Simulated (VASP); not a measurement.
## Ca: single point with PBEsol

The system is Ca.

```
CELL_PARAMETERS angstrom
0.00000 2.75644 2.75644
2.75644 0.00000 2.75644
2.75644 2.75644 0.00000
ATOMIC_POSITIONS crystal
Ca 0.00000 0.00000 0.00000
```

```json
{"Program": "VASP 6.6.1", "Task": "single point", "Functional": "PBEsol", "Potentials or basis": "VASP PAW PBE potentials, release 64 (Ca_sv)", "Cutoff": "520 eV", "k mesh": "11 × 11 × 11", "Occupations": "fermi-dirac, width 0.05 eV", "Spin": "no spin polarisation"}
```

The pressure is -0.6 GPa and the band gap on the k mesh is zero (bands 5 and 6 overlap by 0.26 eV).

Levels at points of the mesh, in eV from the Fermi level:
```
           k point  band 2  band 3  band 4  band 5  band 6  band 7  band 8  band 9
(0.00, 0.00, 0.00)  -22.81  -22.81  -22.81   -4.04    2.34    2.34    2.34    3.43
```

Run time: 25 s on 1 thread of Intel(R) Xeon(R) Platinum 8259CL CPU @ 2.50GHz (Skylake/Cascade Lake), with other jobs on the host, peak memory 0.17 GiB.

Caveat: the PAW data sets were made with another functional, which shifts forces and pressure a little.
